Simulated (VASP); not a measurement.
Write the native input for VASP 6.6.1 that does the following.

```yaml
Task: single point
Functional: PBE
Potentials_or_basis: VASP PAW PBE potentials, release 64 (Ti_sv)
Cutoff: 520 eV
k_mesh: 11 × 11 × 11
Occupations: gaussian, width 0.025 eV
Spin: no spin polarisation
Dipole_correction: no
Further_INCAR_settings: ALGO = Normal; EDIFF = 1e-06; NBANDS = 12
```

The structure of Ti lies in POSCAR:

```
Ti
1.0
   -1.6410000000      1.6410000000      1.6410000000
    1.6410000000     -1.6410000000      1.6410000000
    1.6410000000      1.6410000000     -1.6410000000
Ti
1
Direct
    0.0000000000      0.0000000000      0.0000000000
```

These files were run (other wordings do the same):

INCAR

```
PREC     = Accurate       # precision mode
ENCUT    = 520            # plane-wave cutoff, eV
EDIFF    = 1E-6           # SCF threshold, eV
ISMEAR   = 0              # smearing method
SIGMA    = 0.025          # smearing width, eV
LREAL    = F              # projectors in reciprocal space
LASPH    = T              # aspherical terms in the spheres
NELM     = 80             # most SCF steps
ALGO     = Normal         # electronic algorithm
ISIF     = 2              # what is computed and relaxed
LWAVE    = F              # write WAVECAR
LCHARG   = F              # write CHGCAR
GGA      = PE             # functional
NBANDS   = 12             # bands
```

KPOINTS

```
regular mesh
0
Gamma
  11 11 11
```

Potentials or basis: VASP PAW PBE potentials, release 64 (Ti_sv).

Launch:

```sh
$ cat potpaw_PBE.64/Ti_sv/POTCAR > POTCAR
$ mpirun -np 1 vasp_std > vasp.out
```

It gave:

```yaml
Pressure: -3.1 GPa
Band_gap_on_the_k_mesh: zero (band 6 reaches 8.90 eV, above the bottom of band 7 at 7.33 eV)
```

Wall time 8.6 s on 1 thread of Intel(R) Xeon(R) Platinum 8259CL CPU @ 2.50GHz (Skylake/Cascade Lake), with other jobs on the host, peak memory 0.14 GiB.
